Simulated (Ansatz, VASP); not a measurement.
# One calculation of MnO2, two programs

INCAR

```
PREC = Accurate ; ENCUT = 520
EDIFF = 1E-6 ; ISMEAR = -1
SIGMA = 0.03 ; LREAL = False
LASPH = True ; NELM = 80
ALGO = Normal ; ISIF = 2
LWAVE = False ; LCHARG = False
NBANDS = 20
```

KPOINTS

```
Automatic mesh
0
Gamma
  11 11 6
```

File POSCAR:

```
MnO2
1.0
    2.6737290748      0.0000000000      0.0000000000
   -1.3368645374      2.3155173016      0.0000000000
    0.0000000000      0.0000000000      4.3068408523
Mn O
1 2
Direct
    0.0000000000      0.0000000000      0.5000000000
    0.6666666667      0.3333333333      0.2937074300
    0.3333333333      0.6666666667      0.7062925700
```

Input for Ansatz:

```yaml
crystal:
  lattice:
    - [2.6737290748, 0.0, 0.0]
    - [-1.3368645374, 2.3155173016, 0.0]
    - [0.0, 0.0, 4.3068408523]
  atoms:
    - { symbol: Mn, position: [0.0, 0.0, 0.5] }
    - { symbol: O, position: [0.6666666667, 0.3333333333, 0.29370743] }
    - { symbol: O, position: [0.3333333333, 0.6666666667, 0.70629257] }
kpoints:
  mp_grid: { grid: [11, 11, 6] }
scf:
  occupations: { method: fermi_dirac, width: 0.03 }
  lower_state_search: "off"
hamiltonian:
  xc: lda
  pseudopotentials: { kind: paw }
output:
  forces: true
  stress: true
  eigenvalues: true
```

Change from the starting cell: volume scaled by 0.82, no spin polarisation, PAW files.

Alike in both runs: task single point; functional LDA; k mesh 11 × 11 × 6; occupations fermi-dirac, width 0.03 eV; no spin polarisation.

```csv
,VASP,Ansatz
version,VASP 6.6.1,Ansatz 0.2.0
potentials or method,"VASP PAW LDA potentials, release 64 (Mn_pv, O)","PAW with Ansatz's default frozen-core files, scalar-relativistic"
plane-wave cutoff (eV),520,420
valence electrons in the cell,25,27
```

Ansatz gave:

- pressure (GPa): 34.9
- traceless stress, the component that is largest in VASP (GPa): -6.18
- rms of the force components (eV/Å): 1.287

Task: Estimate VASP's values.

Result: Pressure (GPa): 37.8; traceless stress, the component that is largest in VASP (GPa): -7.49; rms of the force components (eV/Å): 1.371.

LDA's correlation is that of Perdew and Zunger in VASP and of Perdew and Wang (1992) in Ansatz. Atom by atom the forces differ by 0.084 eV/Å (rms over components). Both programs put the cell under a high pressure, so it lies far from rest at this level. VASP's potentials hold 25 valence electrons a cell and Ansatz's 27, so a difference there can come from the potentials and not from the codes.
